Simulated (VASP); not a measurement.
# SnO (P4/nmm) in VASP: a series of runs, part 2 of 2

VASP 6.6.1. Earlier steps stand in the parts before.

### 5 Single point, LDA

This run uses another cell than the first one, of 15.22 Å³/atom, 0.878 times its volume.

INCAR reads:

```
SYSTEM = SnO
PREC     = Accurate       ! precision mode
ENCUT    = 520            ! plane-wave cutoff, eV
EDIFF    = 1E-7           ! SCF threshold, eV
ISMEAR   = 0              ! smearing method
SIGMA    = 0.15           ! smearing width, eV
LREAL    = .False.        ! projectors in reciprocal space
LASPH    = .True.         ! aspherical terms in the spheres
NELM     = 80             ! most SCF steps
ALGO     = Normal         ! electronic algorithm
ISIF     = 2              ! what is computed and relaxed
LWAVE    = .False.        ! write WAVECAR
LCHARG   = .False.        ! write CHGCAR
NBANDS   = 28             ! bands
```

KPOINTS reads:

```
Automatic mesh
0
Gamma
  10 10 8
  0 0 0
```

POSCAR reads:

```
SnO
1.0
    3.7093000000      0.0000000000      0.0000000000
    0.0000000000      3.7093000000      0.0000000000
    0.0000000000      0.0000000000      4.4234000000
Sn O
2 2
Direct
    0.0000000000      0.5000000000      0.2455950842
    0.5000000000      0.0000000000      0.7544049158
    0.0000000000      0.0000000000      0.0000000000
    0.5000000000      0.5000000000      0.0000000000
```

Potentials or basis: VASP PAW LDA potentials, release 64 (Sn_d, O).

The run is started by

```sh
cat potpaw_LDA.64/Sn_d/POTCAR potpaw_LDA.64/O/POTCAR > POTCAR
mpirun -np 1 vasp_std > vasp.out
```

OUTCAR:

```text
SYSTEM = SnO
   PREC = Accurate
   ENCUT = 520
   EDIFF = 1E-7
   ISMEAR = 0
   LREAL = .False.
   LASPH = .True.
   NELM = 80
   ISIF = 2

 ion  position               nearest neighbor table
   1  0.000  0.500  0.246-   3 2.15   4 2.15   3 2.15   4 2.15   2 3.41   2 3.41   2 3.41   2 3.41
                             2 3.46   2 3.46   2 3.46   2 3.46
   2  0.500  0.000  0.754-   3 2.15   4 2.15   4 2.15   3 2.15   1 3.41   1 3.41   1 3.41   1 3.41
                             1 3.46   1 3.46   1 3.46   1 3.46
   3  0.000  0.000  0.000-   1 2.15   2 2.15   1 2.15   2 2.15
   4  0.500  0.500  0.000-   1 2.15   2 2.15   2 2.15   1 2.15

[... 949 lines left out ...]
  -------------------------------------------------------------------------------------
  Total        3.8344762      3.8344762      4.0509364      0.0000000      0.0000000      0.0000000
  in kB      100.9430675    100.9430675    106.6414093      0.0000000      0.0000000      0.0000000
  external PRESSURE =     102.8425148 kB  Pullay stress =       0.0000000 kB

 VOLUME and BASIS-vectors are now :
 -----------------------------------------------------------------------------
  energy-cutoff  :      520.00
  volume of cell :       60.86
      direct lattice vectors                 reciprocal lattice vectors
     3.709300000  0.000000000  0.000000000     0.269592646  0.000000000  0.000000000
     0.000000000  3.709300000  0.000000000     0.000000000  0.269592646  0.000000000
     0.000000000  0.000000000  4.423400000     0.000000000  0.000000000  0.226070444

 POSITION                                       TOTAL-FORCE (eV/Angst)
 -----------------------------------------------------------------------------------
      0.00000      1.85465      1.08637         0.000000      0.000000      1.537211
      1.85465      0.00000      3.33703         0.000000     -0.000000     -1.537211
      0.00000      0.00000      0.00000         0.000000      0.000000     -0.000000
      1.85465      1.85465      0.00000         0.000000     -0.000000     -0.000000
 -----------------------------------------------------------------------------------
    total drift:                                0.000000      0.000000      0.000000

  FREE ENERGIE OF THE ION-ELECTRON SYSTEM (eV)
  ---------------------------------------------------
  free  energy   TOTEN  =       -25.5591792798 eV

  energy  without entropy=      -25.5562241639  energy(sigma->0) =      -25.55770172
```

Wall time 71 s (1 thread of AMD EPYC 9R45 (Zen 5), shared host); peak memory 0.22 GiB.

What came out:

| Property | Result |
| --- | --- |
| Free energy | -25.5592 eV |
| Pressure | 10.3 GPa |
| Largest force | 1.537 eV/Å |
| Band gap on the k mesh | zero (band 20 reaches 8.83 eV, above the bottom of band 21 at 8.50 eV) |

Forces on the atoms (eV/Å):
```
Sn   0.000  0.000  1.537
Sn   0.000  0.000 -1.537
O    0.000  0.000  0.000
O    0.000  0.000  0.000
```

Levels at points of the mesh, in eV from the Fermi level:
| k point | band 18 | band 19 | band 20 | band 21 | band 22 | band 23 |
| --- | --- | --- | --- | --- | --- | --- |
| (0.00, 0.00, 0.00) | -3.99 | -3.99 | -0.14 | 2.40 | 4.56 | 4.56 |
| (0.50, 0.00, 0.00) | -5.82 | -3.17 | -3.17 | 3.69 | 3.69 | 6.02 |
| (0.50, 0.50, 0.00) | -3.24 | -1.95 | -1.95 | -0.36 | -0.36 | 4.64 |
| (0.00, 0.00, 0.50) | -4.01 | -2.41 | -2.36 | 1.20 | 2.44 | 2.44 |
| (0.50, 0.00, 0.50) | -5.77 | -1.95 | -1.95 | 3.00 | 3.00 | 5.26 |
| (0.50, 0.50, 0.50) | -3.24 | -3.17 | -3.17 | 2.27 | 2.27 | 4.78 |

Caveat: spin-orbit coupling is left out, which moves the levels of the heavy elements; forces of over 1 eV/Å act on the atoms, so gaps and moduli don't describe the material at rest.

### 6 Single point, LDA

This run uses another cell than the first one, of 15.53 Å³/atom, 0.896 times its volume.

INCAR reads:

```
PREC     = Accurate       # precision mode
ENCUT    = 520            # plane-wave cutoff, eV
EDIFF    = 1E-7           # SCF threshold, eV
ISMEAR   = 0              # smearing method
SIGMA    = 0.15           # smearing width, eV
LREAL    = F              # projectors in reciprocal space
LASPH    = T              # aspherical terms in the spheres
NELM     = 100            # most SCF steps
ALGO     = Normal         # electronic algorithm
ISIF     = 2              # what is computed and relaxed
LWAVE    = F              # write WAVECAR
LCHARG   = F              # write CHGCAR
GGA      = CA             # functional
NBANDS   = 28             # bands
```

KPOINTS reads:

```
Automatic mesh
0
Gamma
  10 10 8
```

POSCAR reads:

```
SnO
1.0
    3.6528000000      0.0000000000      0.0000000000
    0.0000000000      3.6528000000      0.0000000000
    0.0000000000      0.0000000000      4.6562290729
Sn O
2 2
Direct
    0.0000000000      0.5000000000      0.2455950842
    0.5000000000      0.0000000000      0.7544049158
    0.0000000000      0.0000000000      0.0000000000
    0.5000000000      0.5000000000      0.0000000000
```

Potentials or basis: VASP PAW LDA potentials, release 64 (Sn_d, O).

The run is started by

```sh
cat potpaw_LDA.64/Sn_d/POTCAR potpaw_LDA.64/O/POTCAR > POTCAR
mpirun -np 1 vasp_std > vasp.out
```

Wall time 78 s (1 thread of AMD EPYC 9R45 (Zen 5), shared host); peak memory 0.23 GiB.

The run converged. Its results:

```
Free energy            : -25.6059 eV
Pressure               : 8.6 GPa
Largest force          : 1.013 eV/Å
Band gap on the k mesh : zero (band 20 reaches 8.81 eV, above the bottom of band 21 at 8.19 eV)
```

Forces in eV/Å, atoms in the order of the input:
```
Sn   0.000  0.000  1.013
Sn   0.000  0.000 -1.013
O    0.000  0.000  0.000
O    0.000  0.000  0.000
```

Stress tensor (GPa, compression positive):
```
10.02  0.00  0.00
 0.00 10.02  0.00
 0.00  0.00  5.81
```

Levels at points of the mesh, in eV from the Fermi level:
```
           k point  band 18  band 19  band 20  band 21  band 22  band 23
(0.00, 0.00, 0.00)    -3.79    -3.79     0.09     2.45     4.33     4.51
(0.50, 0.00, 0.00)    -5.71    -3.44    -3.44     3.28     3.28     6.00
(0.50, 0.50, 0.00)    -3.07    -2.23    -2.23    -0.53    -0.53     4.10
(0.00, 0.00, 0.50)    -3.81    -2.97    -2.77     1.56     2.52     2.52
(0.50, 0.00, 0.50)    -5.66    -2.23    -2.23     2.61     2.61     5.37
(0.50, 0.50, 0.50)    -3.20    -3.07    -3.07     1.91     1.91     4.21
```

Caveat: spin-orbit coupling is left out, which moves the levels of the heavy elements; forces of over 1 eV/Å act on the atoms, so gaps and moduli don't describe the material at rest.

### 7 The runs side by side

| cell | gap on the mesh (eV) | pressure (GPa) | largest force (eV/Å) |
| --- | --- | --- | --- |
| a = 3.766, b = 3.766, c = 4.889 Å, 4 atoms | none | -3.7 | 0.79 |
| a = 3.653, b = 3.653, c = 4.423 Å, 4 atoms | none | 15.6 | 2.08 |
| a = 3.653, b = 3.653, c = 4.540 Å, 4 atoms | none | 11.9 | 1.56 |
| a = 3.709, b = 3.709, c = 4.423 Å, 4 atoms | none | 10.3 | 1.54 |
| a = 3.653, b = 3.653, c = 4.656 Å, 4 atoms | none | 8.6 | 1.01 |

Alike in all rows: task single point; level LDA; potentials or basis VASP PAW LDA potentials, release 64 (Sn_d, O); no spin polarisation; k mesh 10 × 10 × 8; cutoff (eV) 520; smearing gaussian 0.15 eV.

Caveats: spin-orbit coupling is left out, which moves the levels of the heavy elements; forces of over 1 eV/Å act on the atoms, so gaps and moduli don't describe the material at rest (some runs).

Total energies depend on the potentials used, so only differences within one code and one set of settings carry meaning.
